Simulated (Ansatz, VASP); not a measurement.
## Mo in VASP and in Ansatz

The input INCAR:

```
  PREC = Accurate
  ENCUT = 520
  EDIFF = 1E-6
  ISMEAR = -1
  SIGMA = 1.0
  LREAL = F
  LASPH = T
  NELM = 80
  ALGO = Normal
  ISIF = 2
  LWAVE = F
  LCHARG = F
  GGA = CA
  NBANDS = 13
```

File KPOINTS:

```
regular mesh
0
Gamma
  14 14 14
```

The input POSCAR:

```
Mo
1.0
   -1.5565618036      1.5565618036      1.5565618036
    1.5565618036     -1.5565618036      1.5565618036
    1.5565618036      1.5565618036     -1.5565618036
Mo
1
Direct
    0.0000000000      0.0000000000      0.0000000000
```

Input for Ansatz:

```yaml
crystal:
  lattice:
    - [-1.5565618036, 1.5565618036, 1.5565618036]
    - [1.5565618036, -1.5565618036, 1.5565618036]
    - [1.5565618036, 1.5565618036, -1.5565618036]
  atoms:
    - { symbol: Mo, position: [0.0, 0.0, 0.0] }
hamiltonian:
  xc: lda
  pseudopotentials:
    kind: paw
    azcp:
      Mo: "pseudopotentials/Mo.paw.azcp"
basis:
  ecutwfc: 420
  fft_grid_basis: typed
kpoints:
  mp_grid: { grid: [14, 14, 14], shift: [0, 0, 0] }
magnetization:
  spin_polarized: false
scf:
  occupations: { method: fermi_dirac, width: 1.0 }
  lower_state_search: "off"
output:
  stress: true
```

Alike in both runs: task single point; functional LDA; k mesh 14 × 14 × 14; occupations fermi-dirac, width 1 eV; no spin polarisation.

```csv
,VASP,Ansatz
version,VASP 6.6.1,Ansatz 0.2.0
potentials or method,"VASP PAW LDA potentials, release 64 (Mo_sv), cutoff 520 eV","plane waves (420 eV) with PAW, scalar-relativistic"
valence electrons in the cell,14,14
```

Ansatz gave:

- pressure (GPa): 19.4

Q: What did VASP give for the same quantities?

A: Pressure (GPa): 20.6.

Ansatz warns that its potentials were made for another functional, while VASP's fit it. LDA's correlation is that of Perdew and Zunger in VASP and of Perdew and Wang (1992) in Ansatz.
